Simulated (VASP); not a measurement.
Set up this calculation in VASP 6.6.1, as the native input.

```yaml
Task: single point
Functional: RPBE
Potentials_or_basis: VASP PAW PBE potentials, release 64 (In_d)
Cutoff: 520 eV
k_mesh: 13 × 13 × 13
Occupations: fermi-dirac, width 0.1 eV
Spin: no spin polarisation
Dipole_correction: no
Further_INCAR_settings: ALGO = Normal; EDIFF = 1e-06; NBANDS = 12
```

The structure of In lies in POSCAR:

```
In
1.0
   -1.9133498076      1.9133498076      1.9133498076
    1.9133498076     -1.9133498076      1.9133498076
    1.9133498076      1.9133498076     -1.9133498076
In
1
Direct
    0.0000000000      0.0000000000      0.0000000000
```

This cell differs from its parent crystal: volume scaled by 0.96.

One way to write it, as run:

INCAR

```
  ALGO = Normal
  EDIFF = 1E-6
  ENCUT = 520
  GGA = RP
  ISIF = 2
  ISMEAR = -1
  LASPH = True
  LCHARG = False
  LREAL = False
  LWAVE = False
  NBANDS = 12
  NELM = 80
  PREC = Accurate
  SIGMA = 0.1
```

KPOINTS

```
k-points
0
Gamma
  13 13 13
```

Potentials or basis: VASP PAW PBE potentials, release 64 (In_d).

Launch:

```console
$ cat potpaw_PBE.64/In_d/POTCAR > POTCAR
$ mpirun -np 1 vasp_std > vasp.out
```

It gave:

```
Pressure : 1.1 GPa
```

Caveat: the PAW data sets were made with another functional, which shifts forces and pressure a little.

Wall time 51 s on 1 thread of AMD EPYC 7R13, on a shared host, peak memory 0.14 GiB.
